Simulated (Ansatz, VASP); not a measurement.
**C in VASP and in Ansatz**

INCAR

```
SYSTEM = C
PREC = Accurate
ENCUT = 520
EDIFF = 1E-6
ISMEAR = 0
SIGMA = 0.15
LREAL = .FALSE.
LASPH = .TRUE.
NELM = 100
ALGO = Normal
ISIF = 2
LWAVE = .FALSE.
LCHARG = .TRUE.
GGA = PS
IVDW = 12
LELF = .TRUE.
LVHAR = .TRUE.
NBANDS = 16
```

Contents of KPOINTS:

```
regular mesh
0
G
  18 18 6
  0 0 0
```

File POSCAR:

```
C
1.0
    2.4580081303      0.0000000000      0.0000000000
   -1.2290040652      2.1286974836      0.0000000000
    0.0000000000      0.0000000000      6.8103587252
C
4
Direct
    0.0000000000      0.0000000000      0.0025000000
    0.0000000000      0.0000000000      0.5025000000
    0.3333333333      0.6666666667      0.0025000000
    0.6666666667      0.3333333333      0.5025000000
```

Input for Ansatz:

```yaml
crystal:
  lattice:
    - [2.4580081303, 0.0, 0.0]
    - [-1.2290040652, 2.1286974836, 0.0]
    - [0.0, 0.0, 6.8103587252]
  atoms:
    - { symbol: C, position: [0.0, 0.0, 0.0025] }
    - { symbol: C, position: [0.0, 0.0, 0.5025] }
    - { symbol: C, position: [0.3333333333, 0.6666666667, 0.0025] }
    - { symbol: C, position: [0.6666666667, 0.3333333333, 0.5025] }
basis:
  ecutwfc: 520.0
kpoints:
  mp_grid: { grid: [18, 18, 6] }
hamiltonian:
  xc: pbesol
  pseudopotentials: { kind: paw, azcp: { folder: soft_1 } }
  dispersion: d3bj
scf:
  occupations: { method: gaussian, width: 0.15 }
output:
  forces: true
  stress: true
  eigenvalues: true
```

Change from the starting cell: engineering shear strain xy +0.0000, normal strain along z +0.0350.

Alike in both runs: task single point; functional PBEsol; dispersion D3(BJ); k mesh 18 × 18 × 6; occupations gaussian, width 0.15 eV; no spin polarisation.

|  | VASP | Ansatz |
| --- | --- | --- |
| version | VASP 6.6.1 | Ansatz 0.2.0 |
| potentials or method | VASP PAW PBE potentials, release 64 (C), cutoff 520 eV | scalar-relativistic, plane waves, PAW |
| valence electrons in the cell | 16 | 16 |

```tsv
	VASP	Ansatz	Ansatz less VASP
gap on the k mesh at the Fermi level (eV)	none	none	-
pressure (GPa)	0.4	-0.3	-0.71
traceless stress, the component that is largest in VASP (GPa)	-1.57	-0.76	+0.813
```

VASP's potentials were made for PBE, not for PBEsol, and Ansatz warns of the same on its side. A gap of «none» marks a metal or a gap that the smearing closes.
